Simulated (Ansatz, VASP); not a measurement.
**V: VASP beside Ansatz**

The input INCAR:

```
SYSTEM = V
PREC = Accurate ; ENCUT = 600
EDIFF = 1E-6 ; ISMEAR = -1
SIGMA = 0.05 ; LREAL = .False.
LASPH = .True. ; NELM = 150
ALGO = Normal ; ISIF = 3
LWAVE = .False. ; LCHARG = .False.
ISPIN = 2 ; MAGMOM = 1.5
LORBIT = 11 ; LMAXMIX = 4
GGA = PE ; IBRION = 2
NSW = 100 ; EDIFFG = -0.005
```

KPOINTS

```
regular mesh
0
Gamma
  16 16 16
  0 0 0
```

The input POSCAR:

```
V
1.0
   -1.4617678575      1.4617678575      1.4617678575
    1.4617678575     -1.4617678575      1.4617678575
    1.4617678575      1.4617678575     -1.4617678575
V
1
Direct
    0.0000000000      0.0000000000      0.0000000000
```

Input for Ansatz:

```yaml
crystal:
  lattice:
    - [-1.4617678575, 1.4617678575, 1.4617678575]
    - [1.4617678575, -1.4617678575, 1.4617678575]
    - [1.4617678575, 1.4617678575, -1.4617678575]
  atoms:
    - { symbol: V, position: [0.0, 0.0, 0.0], spin: 1.5 }
magnetization:
  spin_polarized: true
kpoints:
  mp_grid: { grid: [16, 16, 16] }
scf:
  occupations: { method: fermi_dirac, width: 0.05 }
hamiltonian:
  xc: pbe
  pseudopotentials: { kind: paw }
output:
  forces: true
  stress: true
relax:
  f_tol: 0.005
  max_steps: 80
  cell: {}
```

Alike in both runs: task relaxation of cell and atoms; functional PBE; k mesh 16 × 16 × 16; occupations fermi-dirac, width 0.05 eV; collinear spin.

|  | VASP | Ansatz |
| --- | --- | --- |
| version | VASP 6.6.1 | Ansatz 0.2.0 |
| potentials or method | VASP PAW PBE potentials, release 64 (V_sv) | PAW with Ansatz's default frozen-core files, scalar-relativistic |
| plane-wave cutoff (eV) | 600 | 420 |
| valence electrons in the cell | 13 | 13 |

```tsv
	VASP	Ansatz	Ansatz less VASP
net moment per atom (μB)	0.00	0.00	0.000
relaxed volume (Å³/atom)	13.49	13.47	-0.022
relaxed length of the cell vector where the two differ most in proportion (Å)	2.598	2.596	-0.0014
```

Ansatz's warnings: seeded moment not kept.
